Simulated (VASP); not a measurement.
# TiCo3 (Pm-3m) in VASP: notebook

The runs below take TiCo3 through single point, with PBEsol.

Everything below comes from runs of VASP 6.6.1. Logs are shortened: lines on timing, memory, paths and dates and some standing lists are left out, and cuts for length are marked.

**1. The cell of the first run**

The structure is cubic, space group Pm-3m (No. 221). The conventional cell has a = 3.571 Å, b = 3.571 Å, c = 3.571 Å, α = 90.00°, β = 90.00°, γ = 90.00°. Within 3.3 Å of Ti (site symmetry m-3m) lie 12 Co at 2.53 Å. Within 3.3 Å of Co (site symmetry 4/mmm) lie 4 Ti at 2.53 Å and 8 Co at 2.53 Å.

**2. Single point, PBEsol, collinear spin, zero start**

INCAR reads:

```
SYSTEM = TiCo3
  PREC = Accurate
  ENCUT = 520
  EDIFF = 1E-6
  ISMEAR = -1
  SIGMA = 0.05
  LREAL = .FALSE.
  LASPH = .TRUE.
  NELM = 150
  ALGO = Normal
  ISIF = 2
  LWAVE = .FALSE.
  LCHARG = .FALSE.
  ISPIN = 2
  MAGMOM = 0 0 0 0
  LORBIT = 11
  NUPDOWN = 0.0
  LMAXMIX = 4
  GGA = PS
  NBANDS = 32
```

KPOINTS reads:

```
regular mesh
0
G
  10 10 10
  0 0 0
```

POSCAR reads:

```
TiCo3
1.0
    3.5710000000      0.0000000000      0.0000000000
    0.0000000000      3.5710000000      0.0000000000
    0.0000000000      0.0000000000      3.5710000000
Ti Co
1 3
Direct
    0.0000000000      0.0000000000      0.0000000000
    0.0000000000      0.5000000000      0.5000000000
    0.5000000000      0.0000000000      0.5000000000
    0.5000000000      0.5000000000      0.0000000000
```

Potentials or basis: VASP PAW PBE potentials, release 64 (Ti_sv, Co).

Run with:

```console
$ cat potpaw_PBE.64/Ti_sv/POTCAR potpaw_PBE.64/Co/POTCAR > POTCAR
$ mpirun -np 1 vasp_std > vasp.out
```

OUTCAR:

```text
SYSTEM = TiCo3
   PREC = Accurate
   ENCUT = 520
   EDIFF = 1E-6
   ISMEAR = -1
   LREAL = .FALSE.
   LASPH = .TRUE.
   NELM = 150
   ISIF = 2
   ISPIN = 2
   LORBIT = 11
   NUPDOWN = 0.0
   GGA = PS

 ion  position               nearest neighbor table
   1  0.000  0.000  0.000-   2 2.53   3 2.53   4 2.53   2 2.53   3 2.53   2 2.53   4 2.53   2 2.53
                             3 2.53   4 2.53   3 2.53   4 2.53
   2  0.000  0.500  0.500-   1 2.53   3 2.53   4 2.53   1 2.53   4 2.53   1 2.53   3 2.53   1 2.53
                             3 2.53   4 2.53   4 2.53   3 2.53
   3  0.500  0.000  0.500-   1 2.53   2 2.53   4 2.53   1 2.53   4 2.53   2 2.53   4 2.53   4 2.53
                             1 2.53   2 2.53   1 2.53   2 2.53
   4  0.500  0.500  0.000-   1 2.53   2 2.53   3 2.53   2 2.53   3 2.53   1 2.53   3 2.53   3 2.53
                             1 2.53   2 2.53   2 2.53   1 2.53

  LATTYP: Found a simple cubic cell.
 ALAT       =     3.5710000000

  Lattice vectors:

 A1 = (   3.5710000000,   0.0000000000,   0.0000000000)
 A2 = (   0.0000000000,   3.5710000000,   0.0000000000)
 A3 = (   0.0000000000,   0.0000000000,   3.5710000000)

Analysis of symmetry for initial positions (statically):
=====================================================================
 Subroutine PRICEL returns:
 Original cell was already a primitive cell.

 Routine SETGRP: Setting up the symmetry group for a
 simple cubic supercell.

 Subroutine GETGRP returns: Found 48 space group operations
 (whereof 48 operations were pure point group operations)
 out of a pool of 48 trial point group operations.

The static configuration has the point symmetry O_h .

Analysis of symmetry for dynamics (positions and initial velocities):
=====================================================================
 Subroutine PRICEL returns:
 Original cell was already a primitive cell.

 Routine SETGRP: Setting up the symmetry group for a
 simple cubic supercell.

 Subroutine GETGRP returns: Found 48 space group operations
 (whereof 48 operations were pure point group operations)
 out of a pool of 48 trial point group operations.

The dynamic configuration has the point symmetry O_h .

Analysis of structural, dynamic, and magnetic symmetry:
=====================================================================
 Subroutine PRICEL returns:
 Original cell was already a primitive cell.

 Routine SETGRP: Setting up the symmetry group for a
 simple cubic supercell.

 Subroutine GETGRP returns: Found 48 space group operations
 (whereof 48 operations were pure point group operations)
 out of a pool of 48 trial point group operations.

The overall configuration has the point symmetry O_h .

 Subroutine INISYM returns: Found 48 space group operations
 (whereof 48 operations are pure point group operations),
 and found     1 'primitive' translations

----------------------------------------------------------------------------------------

                                     Primitive cell

  volume of cell :      45.5375

  direct lattice vectors                    reciprocal lattice vectors
     3.571000000  0.000000000  0.000000000     0.280033604  0.000000000  0.000000000
     0.000000000  3.571000000  0.000000000     0.000000000  0.280033604  0.000000000
     0.000000000  0.000000000  3.571000000     0.000000000  0.000000000  0.280033604

  length of vectors
     3.571000000  3.571000000  3.571000000     0.280033604  0.280033604  0.280033604

  position of ions in fractional coordinates (direct lattice)
     0.000000000  0.000000000  0.000000000
     0.000000000  0.500000000  0.500000000
     0.500000000  0.000000000  0.500000000
     0.500000000  0.500000000  0.000000000

  ion indices of the primitive-cell ions
   primitive index   ion index
                 1           1
                 2           2
                 3           3
                 4           4

----------------------------------------------------------------------------------------

 KPOINTS: regular mesh

Automatic generation of k-mesh.
 Grid dimensions read from file:
 generate k-points for:   10   10   10

 Generating k-lattice:

  Cartesian coordinates                     Fractional coordinates (reciprocal lattice)
     0.028003360  0.000000000  0.000000000     0.100000000  0.000000000  0.000000000
     0.000000000  0.028003360  0.000000000     0.000000000  0.100000000  0.000000000
     0.000000000  0.000000000  0.028003360     0.000000000  0.000000000  0.100000000

  Length of vectors
     0.028003360  0.028003360  0.028003360

  Shift w.r.t. Gamma in fractional coordinates (k-lattice)
     0.000000000  0.000000000  0.000000000

 Subroutine IBZKPT returns following result:
 ===========================================

 Found     56 irreducible k-points:

 Following reciprocal coordinates:
            Coordinates               Weight
  0.000000  0.000000  0.000000      1.000000
  0.100000  0.000000  0.000000      6.000000
  0.200000  0.000000  0.000000      6.000000
  0.300000  0.000000  0.000000      6.000000
  0.400000  0.000000  0.000000      6.000000
  0.500000  0.000000  0.000000      3.000000
[... 16 lines left out ...]
  0.200000  0.100000  0.100000     24.000000
  0.300000  0.100000  0.100000     24.000000
 [... further k-points ...]
   k-points           NKPTS =     56   k-points in BZ     NKDIM =     56   number of bands    NBANDS=     32
   number of dos      NEDOS =    301   number of ions     NIONS =      4
   total plane-waves  NPLWV =  21952
   dimension x,y,z NGX =    28 NGY =   28 NGZ =   28
   dimension x,y,z NGXF=    56 NGYF=   56 NGZF=   56
   ions per type =               1   3
   NGX,Y,Z   is equivalent  to a cutoff of  13.04, 13.04, 13.04 a.u.
   NGXF,Y,Z  is equivalent  to a cutoff of  26.07, 26.07, 26.07 a.u.
 SYSTEM =  TiCo3
   PREC   = accura    normal or accurate (medium, high low for compatibility)
   ISTART =      0    job   : 0-new  1-cont  2-samecut
   ICHARG =      2    charge: 1-file 2-atom 10-const
   ISPIN  =      2    spin polarized calculation?
   LNONCOLLINEAR =      F non collinear calculations
   LSORBIT =      F    spin-orbit coupling
   LASPH  =      T    aspherical Exc in radial PAW
   ENCUT  =  520.0 eV  38.22 Ry    6.18 a.u.   6.64  6.64  6.64*2*pi/ulx,y,z
   NELM   =    150;   NELMIN=  2; NELMDL= -5     # of ELM steps
   EDIFF  = 0.1E-05   stopping-criterion for ELM
   LREAL  =      F    real-space projection
   EDIFFG = 0.1E-04   stopping-criterion for IOM
   NSW    =      0    number of steps for IOM
   IBRION =     -1    ionic relax: 0-MD 1-quasi-New 2-CG
   NFREE  =      0    steps in history (QN), initial steepest desc. (CG)
   ISIF   =      2    stress and relaxation
   ISYM   =      2    0-nonsym 1-usesym 2-fastsym
   POTIM  = 0.5000    time-step for ionic-motion
   TEBEG  =    0.0;   TEEND  =   0.0 temperature during run
   PSTRESS=    0.0 pullay stress
   NELECT =      39.0000    total number of electrons
   NUPDOWN=       0.0000    fix difference up-down
   EMIN   =  10.00;   EMAX   =-10.00  energy-range for DOS
   EFERMI =   0.00;   METHOD = LEGACY
   ISMEAR =    -1;   SIGMA  =   0.05  broadening in eV -4-tet -1-fermi 0-gaus
   EFERMI_NEDOS =   21; number of points for ismear=-14 and -15
   IALGO  =     38    algorithm
   IMIX   =      4    mixing-type and parameters
     AMIX     =   0.40;   BMIX     =  1.00
     AMIX_MAG =   1.60;   BMIX_MAG =  1.00
  volume/ion in A,a.u.               =      11.38        76.83
  Fermi-wavevector in a.u.,A,eV,Ry     =   1.554676  2.937911 32.885512  2.417017
  Thomas-Fermi vector in A             =   2.658727
   LORBIT       =     11    0 simple, 1 ext, 2 COOP (PROOUT), +10 PAW based schemes
   GGA     = PS    functional components
   LHFCALC =     F    Hartree Fock is set to
   AEXX    =    0.0000 exact exchange contribution
   IVDW    =     0    specifies the selected vdW correction
   LEPSILON=     F    determine dielectric tensor
   LRPA    =     F    only Hartree local field effects (RPA)
 spin polarized calculation
  energy-cutoff  :      520.00
  volume of cell :       45.54
 maximum number of plane-waves:      1248
 NGX is ok and might be reduce to    28
   NGX = 13   NGY = 13   NGZ = 13

 number of electron      39.0000040 magnetization       0.0000000

 number of electron      39.0000040 magnetization      -0.0000000

 Free energy of the ion-electron system (eV)
  ---------------------------------------------------
  ext. energy  EPLUGINS =         0.00000000
  ---------------------------------------------------
  free energy    TOTEN  =       -32.68313064 eV

  energy without entropy =      -32.63690194  energy(sigma->0) =      -32.66001629

 E-fermi :  10.1502     XC(G=0): -13.4602

 val. band max:       10.1400477725   @ k =   0.5000   0.5000   0.5000
 cond. band min:      10.1523890131   @ k =   0.5000   0.1000   0.0000
 fundamental gap:      0.0123412406
 Fermi energy:        10.1501554956

 spin component 1

 k-point     1 :       0.0000    0.0000    0.0000
  band No.  band energies     occupation
      1     -46.0385      1.00000
      2     -22.3935      1.00000
      3     -22.3935      1.00000
      4     -22.3935      1.00000
      5       2.1384      1.00000
      6       5.8666      1.00000
[... 23 lines left out ...]
     30      21.7879      0.00000
     31      21.7879      0.00000

 k-point     2 :       0.1000    0.0000    0.0000
  band No.  band energies     occupation
      1     -46.0380      1.00000
      2     -22.3999      1.00000
      3     -22.3938      1.00000
      4     -22.3938      1.00000
      5       2.2740      1.00000
      6       5.9208      1.00000
[... 23 lines left out ...]
     30      21.7417      0.00000
     31      22.4276      0.00000

 k-point     3 :       0.2000    0.0000    0.0000
  band No.  band energies     occupation
      1     -46.0368      1.00000
      2     -22.4167      1.00000
      3     -22.3944      1.00000
      4     -22.3944      1.00000
      5       2.6718      1.00000
      6       6.0306      1.00000
[... 703 lines left out ...]
     30      22.1269      0.00000
     31      22.4548      0.00000

 k-point    24 :       0.3000    0.1000    0.1000
  band No.  band energies     occupation
      1     -46.0347      1.00000
      2     -22.4361      1.00000
      3     -22.4018      1.00000
      4     -22.3996      1.00000
      5       3.5405      1.00000
      6       6.2124      1.00000
[... 23 lines left out ...]
     30      21.0792      0.00000
     31      22.4398      0.00000

 [... further k-points ...]

 spin component 2

 k-point     1 :       0.0000    0.0000    0.0000
  band No.  band energies     occupation
      1     -46.0385      1.00000
      2     -22.3935      1.00000
      3     -22.3935      1.00000
      4     -22.3935      1.00000
      5       2.1384      1.00000
      6       5.8666      1.00000
[... 23 lines left out ...]
     30      21.7879      0.00000
     31      21.7879      0.00000

 k-point     2 :       0.1000    0.0000    0.0000
  band No.  band energies     occupation
      1     -46.0380      1.00000
      2     -22.3999      1.00000
      3     -22.3938      1.00000
      4     -22.3938      1.00000
      5       2.2740      1.00000
      6       5.9208      1.00000
[... 23 lines left out ...]
     30      21.7417      0.00000
     31      22.4276      0.00000

 k-point     3 :       0.2000    0.0000    0.0000
  band No.  band energies     occupation
      1     -46.0369      1.00000
      2     -22.4167      1.00000
      3     -22.3944      1.00000
      4     -22.3944      1.00000
      5       2.6718      1.00000
      6       6.0306      1.00000
[... 703 lines left out ...]
     30      22.1269      0.00000
     31      22.4548      0.00000

 k-point    24 :       0.3000    0.1000    0.1000
  band No.  band energies     occupation
      1     -46.0347      1.00000
      2     -22.4361      1.00000
      3     -22.4018      1.00000
      4     -22.3996      1.00000
      5       3.5405      1.00000
      6       6.2124      1.00000
[... 23 lines left out ...]
     30      21.0792      0.00000
     31      22.4398      0.00000

 [... further k-points ...]

 [bands above 31 left out]

------------------------ aborting loop because EDIFF is reached ----------------------------------------

  FORCE on cell =-STRESS in cart. coord.  units (eV):
  Direction    XX          YY          ZZ          XY          YZ          ZX
  --------------------------------------------------------------------------------------
  -------------------------------------------------------------------------------------
  Total       -2.4594591     -2.4594591     -2.4594591      0.0000000      0.0000000     -0.0000000
  in kB      -86.5327775    -86.5327775    -86.5327775      0.0000000      0.0000000     -0.0000000
  external PRESSURE =     -86.5327775 kB  Pullay stress =       0.0000000 kB

 VOLUME and BASIS-vectors are now :
 -----------------------------------------------------------------------------
  energy-cutoff  :      520.00
  volume of cell :       45.54
      direct lattice vectors                 reciprocal lattice vectors
     3.571000000  0.000000000  0.000000000     0.280033604  0.000000000  0.000000000
     0.000000000  3.571000000  0.000000000     0.000000000  0.280033604  0.000000000
     0.000000000  0.000000000  3.571000000     0.000000000  0.000000000  0.280033604

 POSITION                                       TOTAL-FORCE (eV/Angst)
 -----------------------------------------------------------------------------------
      0.00000      0.00000      0.00000         0.000000      0.000000      0.000000
      0.00000      1.78550      1.78550         0.000000      0.000000      0.000000
      1.78550      0.00000      1.78550         0.000000      0.000000      0.000000
      1.78550      1.78550      0.00000         0.000000      0.000000      0.000000
 -----------------------------------------------------------------------------------
    total drift:                                0.000000      0.000000      0.000000

  FREE ENERGIE OF THE ION-ELECTRON SYSTEM (eV)
  ---------------------------------------------------
  free  energy   TOTEN  =       -32.6831306393 eV

  energy  without entropy=      -32.6369019441  energy(sigma->0) =      -32.66001629

 total charge

# of ion       s       p       d       tot
------------------------------------------
    1        2.271   6.199   1.952  10.422
    2        0.513   0.517   7.333   8.362
    3        0.513   0.517   7.333   8.362
    4        0.513   0.517   7.333   8.362
--------------------------------------------------
tot          3.808   7.749  23.951  35.509

 magnetization (x)

# of ion       s       p       d       tot
------------------------------------------
    1       -0.000  -0.000  -0.000  -0.000
    2        0.000  -0.000   0.000   0.000
    3        0.000  -0.000   0.000   0.000
    4        0.000  -0.000   0.000   0.000
--------------------------------------------------
tot         -0.000  -0.000   0.000   0.000
```

Run time: 2 min. Hardware: 1 thread of AMD EPYC 7R13, shared host; peak memory 0.26 GiB.

What came out:

- Free energy: -32.6831 eV
- Pressure: -8.7 GPa
- Net moment: 0.00 μB per cell
- Valence electrons inside the program's atomic spheres: Ti 10.42; Co 8.36

Caveat: the PAW data sets were made with another functional, which shifts forces and pressure a little; the total moment is fixed, so each spin has its own Fermi level.

**3. Single point, PBEsol, collinear spin, ferromagnetic start**

INCAR reads:

```
ALGO = Normal ; EDIFF = 1E-7
ENCUT = 520 ; GGA = PS
ISIF = 2 ; ISMEAR = -1
ISPIN = 2 ; LASPH = T
LCHARG = F ; LMAXMIX = 4
LORBIT = 11 ; LREAL = F
LWAVE = F ; MAGMOM = 0 2 2 2
NBANDS = 32 ; NELM = 150
PREC = Accurate ; SIGMA = 0.05
```

KPOINTS reads:

```
k-points
0
Gamma
  10 10 10
```

POSCAR is that of step 2.

Potentials or basis: VASP PAW PBE potentials, release 64 (Ti_sv, Co).

Run with:

```console
$ cat potpaw_PBE.64/Ti_sv/POTCAR potpaw_PBE.64/Co/POTCAR > POTCAR
$ mpirun -np 1 vasp_std > vasp.out
```

It took 4.4 min on 1 thread of AMD EPYC 7R13, shared host; peak memory 0.26 GiB.

The run converged. Its results:

* Free energy: -32.6876 eV
* Pressure: -7.9 GPa
* Net moment: 1.16 μB per cell
* Site moments: Ti -0.15; Co +0.44 μB
* Valence electrons inside the program's atomic spheres: Ti 10.43; Co 8.36

Levels at points of the mesh, in eV from the Fermi level:
Spin up:
```tsv
k point	band 18	band 19	band 20	band 21	band 22	band 23
(0.00, 0.00, 0.00)	0.43	0.43	0.43	2.42	2.42	3.29
(0.50, 0.00, 0.00)	-0.79	-0.79	-0.25	0.43	1.17	1.17
(0.50, 0.50, 0.00)	-1.11	-1.11	-0.60	-0.58	1.68	1.68
(0.50, 0.50, 0.50)	0.20	0.20	0.20	0.79	0.79	0.79
```
Spin down:
```
           k point  band 16  band 17  band 18  band 19  band 20  band 21  band 22  band 23
(0.00, 0.00, 0.00)     0.17     0.71     0.87     0.87     0.87     2.62     2.62     3.30
(0.50, 0.00, 0.00)    -0.51    -0.42    -0.42    -0.26     0.34     0.87     1.19     1.19
(0.50, 0.50, 0.00)    -1.23    -0.65    -0.56    -0.56    -0.23    -0.18     1.69     1.69
(0.50, 0.50, 0.50)    -0.84    -0.04     0.69     0.69     0.69     0.77     0.77     0.77
```

Caveat: the PAW data sets were made with another functional, which shifts forces and pressure a little.
